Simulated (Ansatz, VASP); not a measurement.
**One calculation of B, two programs**

```
B
1.0
     1.56705    0.00041   -2.71051
    -1.76118   -2.97957   -2.59411
    -1.75551    2.98660   -2.58919
B
8
Direct
  0.43513 0.61909 0.61904
  0.73774 0.21791 0.71787
  0.73770 0.71794 0.21787
  0.43511 0.11911 0.11904
  0.76222 0.78210 0.78215
  0.06488 0.38092 0.88094
  0.06488 0.88088 0.38098
  0.76233 0.28205 0.28211
```

Change from the starting cell: F type (C2/c, No. 15); cell x4, atoms moved at random (sigma 0.15 Å) and cell strained at random (1.5 %), then relaxed without symmetry.

Alike in both runs: functional PBE; k mesh 8 × 6 × 6; occupations gaussian, width 0.1 eV; no spin polarisation.

Ansatz relaxed the structure, and its values are those at the end. VASP's run is a single point on that final structure, the one shown.

```csv
,VASP,Ansatz
version,VASP 6.6.1,Ansatz 0.2.0
potentials or method,"VASP PAW PBE potentials, release 64 (B), cutoff 520 eV","scalar-relativistic, plane waves, PAW"
valence electrons in the cell,24,24
```

|  | VASP | Ansatz | Ansatz less VASP |
| --- | --- | --- | --- |
| gap on the k mesh at the Fermi level (eV) | none | none | - |
| pressure (GPa) | 0.0 | 0.0 | 0.00 |
| rms of the force components (eV/Å) | 0.004 | 0.002 | -0.0021 |

A gap of «none» marks a metal or a gap that the smearing closes. The functional is the same, so the differences come from potentials, cutoffs and numerics.
